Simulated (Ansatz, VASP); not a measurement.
WC in VASP and in Ansatz

INCAR

```
  PREC = Accurate
  ENCUT = 520
  EDIFF = 1E-7
  ISMEAR = -1
  SIGMA = 0.05
  LREAL = F
  LASPH = T
  NELM = 80
  ALGO = Normal
  ISIF = 2
  LWAVE = F
  LCHARG = F
  GGA = PE
  NBANDS = 16
```

Contents of KPOINTS:

```
Automatic mesh
0
Gamma
  10 10 10
```

File POSCAR:

```
WC
1.0
    0.0000000000      2.2215384142      2.2215384142
    2.2215384142      0.0000000000      2.2215384142
    2.2215384142      2.2215384142      0.0000000000
W C
1 1
Direct
    0.0000000000      0.0000000000      0.0000000000
    0.5000000000      0.5000000000      0.5000000000
```

input.yaml

```yaml
crystal:
  lattice:
    - [0.0, 2.2215384142, 2.2215384142]
    - [2.2215384142, 0.0, 2.2215384142]
    - [2.2215384142, 2.2215384142, 0.0]
  atoms:
    - { symbol: W, position: [0.0, 0.0, 0.0] }
    - { symbol: C, position: [0.5, 0.5, 0.5] }
hamiltonian:
  xc: pbe
  pseudopotentials: { kind: paw }
kpoints:
  mp_grid: { grid: [10, 10, 10] }
scf:
  occupations: { method: fermi_dirac, width: 0.05 }
output:
  forces: true
  stress: true
  eigenvalues: true
  write_density: true
  write_potential: true
  elf: true
  volumetric_format: npy
```

Alike in both runs: task single point; functional PBE; k mesh 10 × 10 × 10; occupations fermi-dirac, width 0.05 eV; no spin polarisation.

```csv
,VASP,Ansatz
version,VASP 6.6.1,Ansatz 0.2.0
potentials or method,"VASP PAW PBE potentials, release 64 (W_sv, C)",Ansatz PAW
plane-wave cutoff (eV),520,420
valence electrons in the cell,18,18
```

```tsv
	VASP	Ansatz	Ansatz less VASP
gap on the k mesh at the Fermi level (eV)	none	none	-
pressure (GPa)	-13.7	-14.4	-0.75
```

A gap of «none» marks a metal or a gap that the smearing closes. With one functional, cell and mesh, what is left measures potentials, basis and numerics.

Spin-orbit coupling is off throughout.
